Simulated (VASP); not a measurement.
# Si2O in VASP: further runs, part 2 of 2

VASP 6.6.1. The steps go on from the part before.

### Step 4. Single point, PBE

This run uses another cell than the first one: it holds 3 atoms, not 6.

Input file INCAR:

```
SYSTEM = Si2O
PREC = Accurate
ENCUT = 520
EDIFF = 1E-7
ISMEAR = -5
SIGMA = 0.1
LREAL = .FALSE.
LASPH = .TRUE.
NELM = 80
ALGO = Normal
ISIF = 2
LWAVE = .FALSE.
LCHARG = .FALSE.
GGA = PE
NBANDS = 14
```

Input file KPOINTS:

```
Automatic mesh
0
G
  14 14 14
  0 0 0
```

Input file POSCAR:

```
Si2O
1.0
    0.0000000000      2.4446804366      3.9720841664
    2.4445385702      0.0000000000      3.9720841664
    2.4445385702      2.4446804366      0.0000000000
Si O
2 1
Direct
    0.2084347609      0.2084347609      0.7915652391
    0.7915652391      0.7915652391      0.2084347609
    0.0000000000      0.0000000000      0.0000000000
```

Run with:

```console
$ cat potpaw_PBE.64/Si/POTCAR potpaw_PBE.64/O/POTCAR > POTCAR
$ mpirun -np 1 vasp_std > vasp.out
```

Run time: 3.4 min. Hardware: 1 thread of Intel Xeon Platinum 8488C (Sapphire Rapids), shared host; peak memory 0.37 GiB.

It converged, with:

```
Free energy            : -18.4484 eV
Pressure               : -0.1 GPa
Largest force          : 0.032 eV/Å
Band gap on the k mesh : zero (band 7 reaches 7.73 eV, above the bottom of band 8 at 2.80 eV)
```

Forces on the atoms (eV/Å):
```
Si   0.000  0.000  0.032
Si   0.000  0.000 -0.032
O    0.000  0.000  0.000
```

Stress tensor (GPa, compression positive):
```
-0.14  0.00  0.00
 0.00 -0.14  0.00
 0.00  0.00  0.04
```

Levels at points of the mesh, in eV from the Fermi level:
```csv
k point,band 4,band 5,band 6,band 7,band 8,band 9,band 10,band 11
"(0.00, 0.00, 0.00)",-4.61,-4.61,-0.83,-0.83,0.91,3.44,5.33,5.63
"(0.50, 0.00, 0.00)",-7.16,-4.63,-3.90,1.76,2.68,2.71,3.57,4.94
"(0.50, 0.50, 0.00)",-5.05,-5.05,-0.99,0.52,0.52,2.42,2.87,7.61
"(0.50, 0.00, 0.50)",-5.47,-5.04,-4.79,-3.58,-2.16,4.13,4.83,6.94
"(0.00, 0.50, 0.50)",-5.47,-5.04,-4.79,-3.58,-2.16,4.13,4.83,6.94
```

Caveat: tetrahedron occupations give inexact forces and stress in metals.

### Step 5. Relaxation of cell and atoms, PBE

This run uses another cell than the first one: it holds 3 atoms, not 6.

Input file INCAR:

```
SYSTEM = Si2O
  PREC = Accurate
  ENCUT = 600
  EDIFF = 1E-6
  ISMEAR = 0
  SIGMA = 0.1
  LREAL = .FALSE.
  LASPH = .TRUE.
  NELM = 60
  ALGO = Normal
  ISIF = 3
  LWAVE = .FALSE.
  LCHARG = .FALSE.
  GGA = PE
  IBRION = 2
  NSW = 100
  EDIFFG = -0.01
```

KPOINTS is that of step 4.

Input file POSCAR:

```
Si2O
1.0
    0.0000000000      2.4878468730      3.9702355553
    2.4024635379      0.0000000000      3.9702355553
    2.4024635379      2.4878468730      0.0000000000
Si O
2 1
Direct
    0.2084536561      0.2084536561      0.7915463439
    0.7915463439      0.7915463439      0.2084536561
    0.0000000000      0.0000000000      0.0000000000
```

Potentials or basis: VASP PAW PBE potentials, release 64 (Si, O).

Run with:

```console
$ cat potpaw_PBE.64/Si/POTCAR potpaw_PBE.64/O/POTCAR > POTCAR
$ mpirun -np 1 vasp_std > vasp.out
```

OUTCAR:

```text
SYSTEM = Si2O
   PREC = Accurate
   ENCUT = 600
   EDIFF = 1E-6
   ISMEAR = 0
   LREAL = .FALSE.
   LASPH = .TRUE.
   NELM = 60
   ISIF = 3
   GGA = PE
   IBRION = 2
   NSW = 100
   EDIFFG = -0.01

 ion  position               nearest neighbor table
   1  0.208  0.208  0.792-   3 1.66   2 2.49   2 2.49   2 2.57   2 2.57
   2  0.792  0.792  0.208-   3 1.66   1 2.49   1 2.49   1 2.57   1 2.57
   3  0.000  0.000  0.000-   1 1.66   2 1.66

  LATTYP: Found a face centered orthorhombic cell.
 ALAT       =     4.8049270758
 B/A-ratio  =     1.0355399088
 C/A-ratio  =     1.6525684959

  Lattice vectors:

 A1 = (   0.0000000000,   2.4878468730,   3.9702355553)
 A2 = (   2.4024635379,   0.0000000000,   3.9702355553)
 A3 = (   2.4024635379,   2.4878468730,   0.0000000000)

Analysis of symmetry for initial positions (statically):
=====================================================================
 Subroutine PRICEL returns:
 Original cell was already a primitive cell.

 Routine SETGRP: Setting up the symmetry group for a
 face centered orthorhombic supercell.

 Subroutine GETGRP returns: Found  8 space group operations
 (whereof  8 operations were pure point group operations)
 out of a pool of  8 trial point group operations.

The static configuration has the point symmetry D_2h.

[... 349 lines left out ...]
--------------------------------------- Ionic step       13  -------------------------------------------

 number of electron      13.9999998 magnetization

 Free energy of the ion-electron system (eV)
  ---------------------------------------------------
  ext. energy  EPLUGINS =         0.00000000
  ---------------------------------------------------
  free energy    TOTEN  =       -18.45026086 eV

  energy without entropy =      -18.44582607  energy(sigma->0) =      -18.44804347

 E-fermi :   5.8759     XC(G=0):  -9.5871

 val. band max:        5.8607568733   @ k =  -0.1429   0.2143   0.0714
 cond. band min:       5.8843461413   @ k =  -0.3571   0.2143   0.1429
 fundamental gap:      0.0235892681
 Fermi energy:         5.8758956050

 k-point     1 :       0.0000    0.0000    0.0000
  band No.  band energies     occupation
      1     -15.0657      2.00000
      2      -4.4014      2.00000
      3      -3.9561      2.00000
      4       1.2509      2.00000
      5       1.2510      2.00000
      6       5.0204      2.00000
      7       5.0207      2.00000
      8       6.7714      0.00000
      9       9.2845      0.00000
     10      11.2032      0.00000
     11      11.4851      0.00000
[... 309 lines left out ...]
 k-point    24 :       0.2857    0.1429    0.0000
  band No.  band energies     occupation
      1     -14.9951      2.00000
      2      -5.6226      2.00000
      3      -2.1866      2.00000
      4       0.7614      2.00000
      5       1.0953      2.00000
      6       3.9921      2.00000
      7       5.7125      1.97916
      8       6.7121      0.00000
      9       9.6615      0.00000
     10      10.8388      0.00000
     11      13.0325      0.00000

 [... further k-points ...]

------------------------ aborting loop because EDIFF is reached ----------------------------------------

  FORCE on cell =-STRESS in cart. coord.  units (eV):
  Direction    XX          YY          ZZ          XY          YZ          ZX
  --------------------------------------------------------------------------------------
  -------------------------------------------------------------------------------------
  Total        0.0106372      0.0099769     -0.0092318      0.0000000      0.0000000      0.0000000
  in kB        0.3599182      0.3375775     -0.3123661      0.0000000      0.0000000      0.0000000
  external PRESSURE =       0.1283765 kB  Pullay stress =       0.0000000 kB
[... 18 lines left out ...]
  FREE ENERGIE OF THE ION-ELECTRON SYSTEM (eV)
  ---------------------------------------------------
  free  energy   TOTEN  =       -18.4502608616 eV

  energy  without entropy=      -18.4458260739  energy(sigma->0) =      -18.44804347

 reached required accuracy - stopping structural energy minimisation
```

CONTCAR:

```text
Si2O
   1.00000000000000
    -0.0000000000000000    2.4411926301871865    3.9727259141030786
     2.4412469592664618    0.0000000000000000    3.9727259141030786
     2.4412469592664618    2.4411926301871865    0.0000000000000000
  Si              O
     2     1
Direct
     0.2084544394640594    0.2084544394640594    0.7915455605359406
     0.7915455605359406    0.7915455605359406    0.2084544394640594
     0.0000000000000000    0.0000000000000000    0.0000000000000000

  0.00000000E+00  0.00000000E+00  0.00000000E+00
  0.00000000E+00  0.00000000E+00  0.00000000E+00
  0.00000000E+00  0.00000000E+00  0.00000000E+00
```

It took 16 min on 1 thread of Intel Xeon Platinum 8488C (Sapphire Rapids), shared host; peak memory 0.42 GiB.

What came out:

```
Free energy                            : -18.4503 eV
Relaxed volume                         : 15.78 Å³/atom
Relaxed cell                           : a = 4.663 Å, b = 4.663 Å, c = 3.452 Å, α = 68.27°, β = 68.27°, γ = 43.46°
Space group after relaxing (to 0.05 Å) : I4/mmm (No. 139)
Energy gained by relaxing              : 1.8 meV/atom
Ionic steps                            : 13
Pressure after relaxing                : 0.0 GPa
Largest force after relaxing           : 0.005 eV/Å
Band gap on the k mesh                 : zero (band 7 reaches 7.75 eV, above the bottom of band 8 at 2.82 eV)
```

Forces in eV/Å, atoms in the order of the input:
```
Si   0.000  0.000 -0.005
Si   0.000  0.000  0.005
O    0.000  0.000  0.000
```

Step by step:
| step | energy change (eV) | largest force (eV/Å) | pressure (GPa) | volume (Å³) |
| --- | --- | --- | --- | --- |
| 1 | 0.0000 | 0.0202 | 0.03 | 47.46 |
| 2 | -0.0035 | 0.0691 | -0.31 | 47.48 |
| 3 | -0.0042 | 0.1262 | -0.48 | 47.49 |
| 4 | -0.0045 | 0.1651 | 0.56 | 47.28 |
| 5 | -0.0052 | 0.0307 | 0.08 | 47.37 |
| 6 | -0.0053 | 0.0232 | 0.11 | 47.36 |
| 7 | -0.0055 | 0.0155 | 0.12 | 47.34 |
| 8 | -0.0054 | 0.0005 | 0.14 | 47.30 |
| 9 | -0.0055 | 0.0120 | 0.08 | 47.33 |
| 10 | -0.0055 | 0.0101 | 0.11 | 47.33 |
| 11 | -0.0055 | 0.0109 | 0.10 | 47.33 |
| 12 | -0.0055 | 0.0303 | -0.09 | 47.39 |
| 13 | -0.0055 | 0.0049 | 0.01 | 47.35 |

Final structure:
```cif
data_structure
_symmetry_space_group_name_H-M 'P 1'
_symmetry_Int_Tables_number 1
_cell_length_a 4.6628
_cell_length_b 4.6629
_cell_length_c 3.4524
_cell_angle_alpha 68.271
_cell_angle_beta 68.272
_cell_angle_gamma 43.456
_cell_volume 47.35
loop_
_atom_site_label
_atom_site_type_symbol
_atom_site_fract_x
_atom_site_fract_y
_atom_site_fract_z
_atom_site_occupancy
Si1 Si 0.20845 0.20845 0.79155 1
Si2 Si 0.79155 0.79155 0.20845 1
O1 O 0.00000 0.00000 0.00000 1
```

### Step 6. The runs side by side

| task | cell | k mesh | cutoff (eV) | smearing | gap on the mesh (eV) | pressure (GPa) | largest force (eV/Å) |
| --- | --- | --- | --- | --- | --- | --- | --- |
| single point | a = 7.940, b = 3.458, c = 3.458 Å, angles 88.0, 90.0, 90.0°, 6 atoms | 2 × 6 × 6 | 520 | gaussian 0.1 eV | none | 0.0 | 0.02 |
| single point | a = 4.664, b = 4.664, c = 3.457 Å, angles 68.2, 68.2, 43.5°, 3 atoms | 14 × 14 × 14 | 520 | gaussian 0.1 eV | none | 0.0 | 0.02 |
| single point | a = 4.664, b = 4.664, c = 3.457 Å, angles 68.2, 68.2, 43.5°, 3 atoms | 14 × 14 × 14 | 520 | tetrahedron | none | -0.1 | 0.03 |
| relaxation of cell and atoms | relaxed from a = 4.685, b = 4.641, c = 3.458 Å, angles 68.9, 67.5, 43.5°, 3 atoms | 14 × 14 × 14 | 600 | gaussian 0.1 eV | none | 0.0 | - |

Alike in all rows: level PBE; potentials or basis VASP PAW PBE potentials, release 64 (Si, O); no spin polarisation.

Caveats: some runs use coarse meshes; tetrahedron occupations give inexact forces and stress in metals (some runs).

Total energies depend on the potentials used, so only differences within one code and one set of settings carry meaning.
